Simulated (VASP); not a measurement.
# Al3Ni5 (Cmmm) in VASP: single point with r2SCAN

Aim: the single point of Al3Ni5 with r2SCAN.

All numbers are computed with VASP 6.6.1; they aren't measurements. Logs are shortened: lines on timing, memory, paths and dates and some standing lists are left out, and cuts for length are marked.

## (1) The cell of the first run

The structure is orthorhombic, space group Cmmm (No. 65). The conventional cell has a = 6.582 Å, b = 7.170 Å, c = 3.728 Å, α = 90.00°, β = 90.00°, γ = 90.00°. Within 3.1 Å of Al (site symmetry mmm) lie 8 Ni at 2.37 to 2.43 Å and 4 Al at 2.74 Å. Al (site symmetry m2m) has 10 Ni at 2.41 to 2.50 Å and 5 Al at 2.74 to 3.32 Å within 3.4 Å. Within 3.3 Å of Ni (site symmetry mmm) lie 8 Ni at 2.43 to 2.61 Å and 6 Al at 2.45 to 3.29 Å. Within 3.3 Å of Ni (site symmetry 2/m) lie 6 Al at 2.43 to 2.50 Å and 8 Ni at 2.43 to 3.29 Å. Ni (site symmetry 2mm) has 6 Al at 2.37 to 2.48 Å and 7 Ni at 2.59 to 2.94 Å within 3.1 Å.

## (2) Single point, r2SCAN (strain -0.0300 x Voigt [0, 1, 0, 0, 0, 0])

File POSCAR:

```
Al3Ni5
1.0
    3.2911157551     -3.5852289446      0.0000000000
    3.2911157551      3.5852289446      0.0000000000
    0.0000000000      0.0000000000      3.7283121877
Al Ni
3 5
Direct
    0.5000000000      0.5000000000      0.0000000000
    0.7792699052      0.2207300948      0.5000000000
    0.2207300948      0.7792699052      0.5000000000
    0.0000000000      0.0000000000      0.0000000000
    0.0000000000      0.5000000000      0.0000000000
    0.5000000000      0.0000000000      0.0000000000
    0.2764619634      0.2764619634      0.5000000000
    0.7235380366      0.7235380366      0.5000000000
```

File INCAR.step1:

```
PREC = Accurate
ENCUT = 520
ISMEAR = 0
SIGMA = 0.15
LREAL = F
LASPH = T
NELM = 80
NBANDS = 40
GGA = PE
ALGO = Normal
EDIFF = 1E-4
LWAVE = T
LCHARG = F
```

File INCAR.step2:

```
PREC = Accurate
ENCUT = 520
EDIFF = 1E-7
ISMEAR = 0
SIGMA = 0.15
LREAL = F
LASPH = T
NELM = 80
ALGO = Normal
ISIF = 2
LWAVE = F
LCHARG = T
METAGGA = R2SCAN
LMIXTAU = T
LELF = T
LVHAR = T
NBANDS = 40
ISTART = 1
```

File KPOINTS:

```
regular mesh
0
Gamma
  8 8 10
```

Potentials or basis: VASP PAW PBE potentials, release 64 (Al, Ni).

On the command line:

```console
$ cat potpaw_PBE.64/Al/POTCAR potpaw_PBE.64/Ni/POTCAR > POTCAR
$ cp INCAR.step1 INCAR
$ mpirun -np 1 vasp_std > vasp.out
$ cp INCAR.step2 INCAR
$ mpirun -np 1 vasp_std > vasp.out
```

OUTCAR:

```text
PREC = Accurate
   ENCUT = 520
   EDIFF = 1E-7
   ISMEAR = 0
   LREAL = F
   LASPH = T
   NELM = 80
   ISIF = 2
   METAGGA = R2SCAN
   ISTART = 1

 ion  position               nearest neighbor table
   1  0.500  0.500  0.000-   7 2.37   8 2.37   7 2.37   8 2.37   5 2.43   6 2.43   6 2.43   5 2.43
                             2 2.74   3 2.74   2 2.74   3 2.74
   2  0.779  0.221  0.500-   7 2.41   8 2.41   4 2.45   4 2.45   8 2.48   7 2.48   5 2.50   5 2.50
                             6 2.50   6 2.50   1 2.74   1 2.74   3 3.17   3 3.32   3 3.32
   3  0.221  0.779  0.500-   7 2.41   8 2.41   4 2.45   4 2.45   8 2.48   7 2.48   5 2.50   5 2.50
                             6 2.50   6 2.50   1 2.74   1 2.74   2 3.17   2 3.32   2 3.32
   4  0.000  0.000  0.000-   5 2.43   6 2.43   5 2.43   6 2.43   2 2.45   3 2.45   2 2.45   3 2.45
                             7 2.61   8 2.61   7 2.61   8 2.61
   5  0.000  0.500  0.000-   1 2.43   4 2.43   4 2.43   1 2.43   2 2.50   3 2.50   3 2.50   2 2.50
                             7 2.59   8 2.59   7 2.59   8 2.59
   6  0.500  0.000  0.000-   1 2.43   4 2.43   1 2.43   4 2.43   2 2.50   3 2.50   3 2.50   2 2.50
                             7 2.59   8 2.59   7 2.59   8 2.59
   7  0.276  0.276  0.500-   1 2.37   1 2.37   3 2.41   2 2.41   2 2.48   3 2.48   6 2.59   5 2.59
                             5 2.59   6 2.59   4 2.61   4 2.61   8 2.94
   8  0.724  0.724  0.500-   1 2.37   1 2.37   3 2.41   2 2.41   2 2.48   3 2.48   5 2.59   6 2.59
                             6 2.59   5 2.59   4 2.61   4 2.61   7 2.94

  LATTYP: Found a base centered orthorhombic cell.
 ALAT       =     6.5822315102
 B/A-ratio  =     1.0893657991
 C/A-ratio  =     0.5664207012

  Lattice vectors:

 A1 = (   3.2911157551,  -3.5852289446,   0.0000000000)
 A2 = (   3.2911157551,   3.5852289446,   0.0000000000)
 A3 = (   0.0000000000,   0.0000000000,   3.7283121877)

Analysis of symmetry for initial positions (statically):
=====================================================================
 Subroutine PRICEL returns:
 Original cell was already a primitive cell.

 Routine SETGRP: Setting up the symmetry group for a
 base centered orthorhombic supercell.

 Subroutine GETGRP returns: Found  8 space group operations
 (whereof  8 operations were pure point group operations)
 out of a pool of  8 trial point group operations.

The static configuration has the point symmetry D_2h.

Analysis of symmetry for dynamics (positions and initial velocities):
=====================================================================
 Subroutine PRICEL returns:
 Original cell was already a primitive cell.

 Routine SETGRP: Setting up the symmetry group for a
 base centered orthorhombic supercell.

 Subroutine GETGRP returns: Found  8 space group operations
 (whereof  8 operations were pure point group operations)
 out of a pool of  8 trial point group operations.

The dynamic configuration has the point symmetry D_2h.

 Subroutine INISYM returns: Found  8 space group operations
 (whereof  8 operations are pure point group operations),
 and found     1 'primitive' translations

----------------------------------------------------------------------------------------

                                     Primitive cell

  volume of cell :      87.9837

  direct lattice vectors                    reciprocal lattice vectors
     3.291115755 -3.585228945  0.000000000     0.151924161 -0.139461108  0.000000000
     3.291115755  3.585228945  0.000000000     0.151924161  0.139461108  0.000000000
     0.000000000  0.000000000  3.728312188     0.000000000  0.000000000  0.268217882

  length of vectors
     4.866755541  4.866755541  3.728312188     0.206228881  0.206228881  0.268217882

  position of ions in fractional coordinates (direct lattice)
     0.500000000  0.500000000  0.000000000
     0.779269905  0.220730095  0.500000000
     0.220730095  0.779269905  0.500000000
     0.000000000  0.000000000  0.000000000
     0.000000000  0.500000000  0.000000000
     0.500000000  0.000000000  0.000000000
     0.276461963  0.276461963  0.500000000
     0.723538037  0.723538037  0.500000000

  ion indices of the primitive-cell ions
   primitive index   ion index
                 1           1
                 2           2
                 3           3
                 4           4
                 5           5
                 6           6
                 7           7
                 8           8

----------------------------------------------------------------------------------------

 KPOINTS: regular mesh

Automatic generation of k-mesh.
 Grid dimensions read from file:
 generate k-points for:    8    8   10

 Generating k-lattice:

  Cartesian coordinates                     Fractional coordinates (reciprocal lattice)
     0.018990520 -0.017432638  0.000000000     0.125000000  0.000000000  0.000000000
     0.018990520  0.017432638  0.000000000     0.000000000  0.125000000  0.000000000
     0.000000000  0.000000000  0.026821788     0.000000000  0.000000000  0.100000000

  Length of vectors
     0.025778610  0.025778610  0.026821788

  Shift w.r.t. Gamma in fractional coordinates (k-lattice)
     0.000000000  0.000000000  0.000000000

 Subroutine IBZKPT returns following result:
 ===========================================

 Found    126 irreducible k-points:

 Following reciprocal coordinates:
            Coordinates               Weight
  0.000000  0.000000  0.000000      1.000000
  0.125000  0.000000  0.000000      4.000000
  0.250000  0.000000  0.000000      4.000000
  0.375000  0.000000  0.000000      4.000000
  0.500000  0.000000  0.000000      2.000000
  0.125000  0.125000  0.000000      2.000000
[... 16 lines left out ...]
  0.125000  0.000000  0.100000      8.000000
  0.250000  0.000000  0.100000      8.000000
 [... further k-points ...]
   k-points           NKPTS =    126   k-points in BZ     NKDIM =    126   number of bands    NBANDS=     40
   number of dos      NEDOS =    301   number of ions     NIONS =      8
   total plane-waves  NPLWV =  36288
   dimension x,y,z NGX =    36 NGY =   36 NGZ =   28
   dimension x,y,z NGXF=    72 NGYF=   72 NGZF=   56
   ions per type =               3   5
   NGX,Y,Z   is equivalent  to a cutoff of  12.30, 12.30, 12.49 a.u.
   NGXF,Y,Z  is equivalent  to a cutoff of  24.59, 24.59, 24.97 a.u.
 SYSTEM =  unknown system
   PREC   = accura    normal or accurate (medium, high low for compatibility)
   ISTART =      1    job   : 0-new  1-cont  2-samecut
   ICHARG =      0    charge: 1-file 2-atom 10-const
   ISPIN  =      1    spin polarized calculation?
   LNONCOLLINEAR =      F non collinear calculations
   LSORBIT =      F    spin-orbit coupling
   LASPH  =      T    aspherical Exc in radial PAW
   ENCUT  =  520.0 eV  38.22 Ry    6.18 a.u.   9.05  9.05  6.93*2*pi/ulx,y,z
   NELM   =     80;   NELMIN=  2; NELMDL=  0     # of ELM steps
   EDIFF  = 0.1E-06   stopping-criterion for ELM
   LREAL  =      F    real-space projection
   EDIFFG = 0.1E-05   stopping-criterion for IOM
   NSW    =      0    number of steps for IOM
   IBRION =     -1    ionic relax: 0-MD 1-quasi-New 2-CG
   NFREE  =      0    steps in history (QN), initial steepest desc. (CG)
   ISIF   =      2    stress and relaxation
   ISYM   =      2    0-nonsym 1-usesym 2-fastsym
   POTIM  = 0.5000    time-step for ionic-motion
   TEBEG  =    0.0;   TEEND  =   0.0 temperature during run
   PSTRESS=    0.0 pullay stress
   NELECT =      59.0000    total number of electrons
   NUPDOWN=      -1.0000    fix difference up-down
   EMIN   =  10.00;   EMAX   =-10.00  energy-range for DOS
   EFERMI =   0.00;   METHOD = LEGACY
   ISMEAR =     0;   SIGMA  =   0.15  broadening in eV -4-tet -1-fermi 0-gaus
   EFERMI_NEDOS =   21; number of points for ismear=-14 and -15
   IALGO  =     38    algorithm
   IMIX   =      4    mixing-type and parameters
     AMIX     =   0.40;   BMIX     =  1.00
     AMIX_MAG =   1.60;   BMIX_MAG =  1.00
  volume/ion in A,a.u.               =      11.00        74.22
  Fermi-wavevector in a.u.,A,eV,Ry     =   1.432929  2.707844 27.936653  2.053286
  Thomas-Fermi vector in A             =   2.552503
   LORBIT       =      0    0 simple, 1 ext, 2 COOP (PROOUT), +10 PAW based schemes
   METAGGA = R2SCAN    functional components
   LHFCALC =     F    Hartree Fock is set to
   AEXX    =    0.0000 exact exchange contribution
   IVDW    =     0    specifies the selected vdW correction
   LEPSILON=     F    determine dielectric tensor
   LRPA    =     F    only Hartree local field effects (RPA)
 non-spin polarized calculation
 Gauss-broadening in eV      SIGMA  =   0.15
  energy-cutoff  :      520.00
  volume of cell :       87.98
 maximum number of plane-waves:      2404
   NGX = 19   NGY = 19   NGZ = 13

 number of electron      58.9999918 magnetization

 Free energy of the ion-electron system (eV)
  ---------------------------------------------------
  ext. energy  EPLUGINS =         0.00000000
  ---------------------------------------------------
  free energy    TOTEN  =       -84.46083743 eV

  energy without entropy =      -84.42486181  energy(sigma->0) =      -84.44284962

 E-fermi :  10.4383     XC(G=0): -13.6819

 val. band max:       10.4322222438   @ k =   0.3750   0.0000   0.1000
 cond. band min:      10.4448210838   @ k =   0.1250   0.0000   0.1000
 fundamental gap:      0.0125988399
 Fermi energy:        10.4383369135

 k-point     1 :       0.0000    0.0000    0.0000
  band No.  band energies     occupation
      1      -1.2063      2.00000
      2       3.9304      2.00000
      3       4.0761      2.00000
      4       5.0373      2.00000
      5       5.6411      2.00000
      6       5.8503      2.00000
[... 32 lines left out ...]
     39      17.6914      0.00000
     40      18.0316      0.00000

 k-point     2 :       0.1250    0.0000    0.0000
  band No.  band energies     occupation
      1      -1.1001      2.00000
      2       3.3224      2.00000
      3       4.3117      2.00000
      4       5.0398      2.00000
      5       5.5904      2.00000
      6       6.0849      2.00000
[... 32 lines left out ...]
     39      17.8640      0.00000
     40      18.1806      0.00000

 k-point     3 :       0.2500    0.0000    0.0000
  band No.  band energies     occupation
      1      -0.7853      2.00000
      2       2.3621      2.00000
      3       4.5432      2.00000
      4       5.1105      2.00000
      5       5.6647      2.00000
      6       6.0941      2.00000
[... 32 lines left out ...]
     39      18.1198      0.00000
     40      18.9945      0.00000

 k-point     4 :       0.3750    0.0000    0.0000
  band No.  band energies     occupation
      1      -0.2788      2.00000
      2       1.3949      2.00000
      3       4.8257      2.00000
      4       5.1899      2.00000
      5       5.6339      2.00000
      6       6.1034      2.00000
[... 32 lines left out ...]
     39      18.3756      0.00000
     40      18.4493      0.00000
[... 772 lines left out ...]
     39      17.5012      0.00000
     40      17.7081      0.00000

 k-point    23 :       0.1250    0.0000    0.1000
  band No.  band energies     occupation
      1      -0.9849      2.00000
      2       3.3911      2.00000
      3       4.3479      2.00000
      4       5.1067      2.00000
      5       5.5811      2.00000
      6       6.1445      2.00000
[... 32 lines left out ...]
     39      18.0038      0.00000
     40      18.3735      0.00000

 k-point    24 :       0.2500    0.0000    0.1000
  band No.  band energies     occupation
      1      -0.6716      2.00000
      2       2.4529      2.00000
      3       4.5815      2.00000
      4       5.1643      2.00000
      5       5.6744      2.00000
      6       6.1397      2.00000
[... 32 lines left out ...]
     39      18.0409      0.00000
     40      18.5229      0.00000

 [... further k-points ...]

------------------------ aborting loop because EDIFF is reached ----------------------------------------

  FORCE on cell =-STRESS in cart. coord.  units (eV):
  Direction    XX          YY          ZZ          XY          YZ          ZX
  --------------------------------------------------------------------------------------
  -------------------------------------------------------------------------------------
  Total        3.0296508      4.8824395      2.2463938     -0.0000000      0.0000000      0.0000000
  in kB       55.1697267     88.9088785     40.9066730     -0.0000000      0.0000000      0.0000000
  external PRESSURE =      61.6617594 kB  Pullay stress =       0.0000000 kB

 VOLUME and BASIS-vectors are now :
 -----------------------------------------------------------------------------
  energy-cutoff  :      520.00
  volume of cell :       87.98
      direct lattice vectors                 reciprocal lattice vectors
     3.291115755 -3.585228945  0.000000000     0.151924161 -0.139461108  0.000000000
     3.291115755  3.585228945  0.000000000     0.151924161  0.139461108  0.000000000
     0.000000000  0.000000000  3.728312188     0.000000000  0.000000000  0.268217882

 POSITION                                       TOTAL-FORCE (eV/Angst)
 -----------------------------------------------------------------------------------
      3.29112      0.00000      0.00000        -0.000000      0.000000      0.000000
      3.29112     -2.00249      1.86416         0.000000     -0.054475      0.000000
      3.29112      2.00249      1.86416         0.000000      0.054475     -0.000000
      0.00000      0.00000      0.00000         0.000000      0.000000      0.000000
      1.64556      1.79261      0.00000         0.000000      0.000000      0.000000
      1.64556     -1.79261      0.00000        -0.000000      0.000000      0.000000
      1.81974      0.00000      1.86416         0.059227      0.000000     -0.000000
      4.76249      0.00000      1.86416        -0.059227      0.000000      0.000000
 -----------------------------------------------------------------------------------
    total drift:                                0.000000     -0.000000     -0.000000

  FREE ENERGIE OF THE ION-ELECTRON SYSTEM (eV)
  ---------------------------------------------------
  free  energy   TOTEN  =       -84.4608374330 eV

  energy  without entropy=      -84.4248618099  energy(sigma->0) =      -84.44284962
```

Wall time 22 min (1 thread of Intel Xeon 8259CL, shared host); peak memory 0.44 GiB.

Results:

```
Free energy            : -84.4608 eV
Pressure               : 6.2 GPa
Largest force          : 0.059 eV/Å
Band gap on the k mesh : zero (an odd number of electrons rules out a gap without spin polarisation)
```

Forces on the atoms (eV/Å):
```
Al   0.000  0.000  0.000
Al   0.000 -0.054  0.000
Al   0.000  0.054  0.000
Ni   0.000  0.000  0.000
Ni   0.000  0.000  0.000
Ni   0.000  0.000  0.000
Ni   0.059  0.000  0.000
Ni  -0.059  0.000  0.000
```

Stress tensor (GPa, compression positive):
```
5.52 0.00 0.00
0.00 8.89 0.00
0.00 0.00 4.09
```

Caveat: the cell differs from its parent crystal (strain -0.0300 x Voigt [0, 1, 0, 0, 0, 0]); the cell stands under pressure; the PAW data sets were made with another functional, which shifts forces and pressure a little.
